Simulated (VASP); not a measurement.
CaO (klda):

```
Ca O
1.0
     0.00000    2.45350    2.45350
     2.45350    0.00000    2.45350
     2.45350    2.45350    0.00000
Ca O
1 1
Direct
  0.00000 0.00000 0.00000
  0.50000 0.50000 0.50000
```

- Program: VASP 6.6.1
- Task: relaxation of cell and atoms
- Functional: LDA
- Potentials or basis: VASP PAW LDA potentials, release 64 (Ca_sv, O)
- Cutoff: 600 eV
- k mesh: 8 × 8 × 8
- Occupations: gaussian, width 0.1 eV
- Spin: no spin polarisation

At the start: pressure -11.7 GPa; volume 14.77 Å³/atom.

Where does the relaxation end?

Over 3 steps the energy falls by 67.1 meV/atom and the volume is 13.12 Å³/atom (-11.2 %); space group Fm-3m (No. 225, to 0.05 Å).

The path:
```csv
step,energy change (eV),largest force (eV/Å),pressure (GPa),volume (Å³)
1,0.0000,0.0000,-11.72,29.54
2,-0.1146,0.0000,6.00,25.16
3,-0.1342,0.0000,0.01,26.24
```

Final structure:
```cif
data_structure
_symmetry_space_group_name_H-M 'P 1'
_symmetry_Int_Tables_number 1
_cell_length_a 3.3356
_cell_length_b 3.3356
_cell_length_c 3.3356
_cell_angle_alpha 60.000
_cell_angle_beta 60.000
_cell_angle_gamma 60.000
_cell_volume 26.24
loop_
_atom_site_label
_atom_site_type_symbol
_atom_site_fract_x
_atom_site_fract_y
_atom_site_fract_z
_atom_site_occupancy
Ca1 Ca 0.00000 0.00000 0.00000 1
O1 O 0.50000 0.50000 0.50000 1
```

Caveat: the volume moved by -11 % from the deposited cell, more than functionals usually miss.
